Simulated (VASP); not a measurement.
Here is a VASP 6.6.1 calculation.

File INCAR:

```
ALGO = Normal ; EDIFF = 1E-7
EDIFFG = -0.01 ; ENCUT = 600
GGA = PE ; IBRION = 2
ISIF = 3 ; ISMEAR = 0
LASPH = True ; LCHARG = False
LREAL = False ; LWAVE = False
NELM = 80 ; NSW = 100
PREC = Accurate ; SIGMA = 0.1
```

The input KPOINTS:

```
k-points
0
Gamma
  12 12 6
```

POSCAR

```
Ti2Si3
1.0
    3.6137938230      0.0000000000      0.0000000000
   -1.8068969115      3.1296372548      0.0000000000
    0.0000000000      0.0000000000      7.2004888626
Ti Si
2 3
Direct
    0.3333333333      0.6666666667      0.1955549811
    0.6666666667      0.3333333333      0.8044450189
    0.0000000000      0.0000000000      0.0000000000
    0.3333333333      0.6666666667      0.5799874958
    0.6666666667      0.3333333333      0.4200125042
```

Potentials or basis: VASP PAW PBE potentials, release 64 (Ti_sv, Si).

The run is started by

```sh
$ cat potpaw_PBE.64/Ti_sv/POTCAR potpaw_PBE.64/Si/POTCAR > POTCAR
$ mpirun -np 1 vasp_std > vasp.out
```

Estimate the space group after relaxing (to 0.1 Å).

P-3m1 (No. 164).

What does it give for the relaxed cell?

a = 3.617 Å, b = 3.617 Å, c = 7.192 Å, α = 90.00°, β = 90.00°, γ = 120.00°.

Final structure:
```yaml
crystal:
  lattice:
    - [3.61672, 0.00000, 0.00000]
    - [-1.80836, 3.13218, 0.00000]
    - [0.00000, 0.00000, 7.19163]
  atoms:
    - { symbol: Ti, position: [0.33333, 0.66667, 0.19518] }
    - { symbol: Ti, position: [0.66667, 0.33333, 0.80482] }
    - { symbol: Si, position: [0.00000, 0.00000, 0.00000] }
    - { symbol: Si, position: [0.33333, 0.66667, 0.57937] }
    - { symbol: Si, position: [0.66667, 0.33333, 0.42063] }
```
